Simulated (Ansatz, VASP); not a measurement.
## Two plane-wave programs on HfN

```xyz
2
Lattice="0.0000 2.3494 2.0783 2.3494 0.0000 2.0783 2.3494 2.3494 0.0000" Properties=species:S:1:pos:R:3 pbc="T T T"
Hf    0.0000    0.0000    0.0000
N     2.3494    2.3494    2.0783
```

Change from the starting cell: strain +0.040 along x and y, -0.080 along z, atoms carried along.

Alike in both runs: task single point; functional PBEsol; k mesh 18 × 18 × 18; occupations gaussian, width 0.15 eV; no spin polarisation.

|  | VASP | Ansatz |
| --- | --- | --- |
| version | VASP 6.6.1 | Ansatz 0.2.0 |
| potentials or method | VASP PAW PBE potentials, release 64 (Hf_pv, N), cutoff 520 eV | scalar-relativistic, plane waves, PAW |
| valence electrons in the cell | 15 | 31 |

```tsv
	VASP	Ansatz	Ansatz less VASP
gap on the k mesh at the Fermi level (eV)	none	none	-
pressure (GPa)	6.9	8.7	+1.82
traceless stress, the component that is largest in VASP (GPa)	51.73	51.50	-0.229
```

VASP's potentials were made for PBE, not for PBEsol. A gap of «none» marks a metal or a gap that the smearing closes. The functional is the same, so the differences come from potentials, cutoffs and numerics. VASP's potentials hold 15 valence electrons a cell and Ansatz's 31, so a difference there can come from the potentials and not from the codes.

Neither program's run includes spin-orbit coupling.
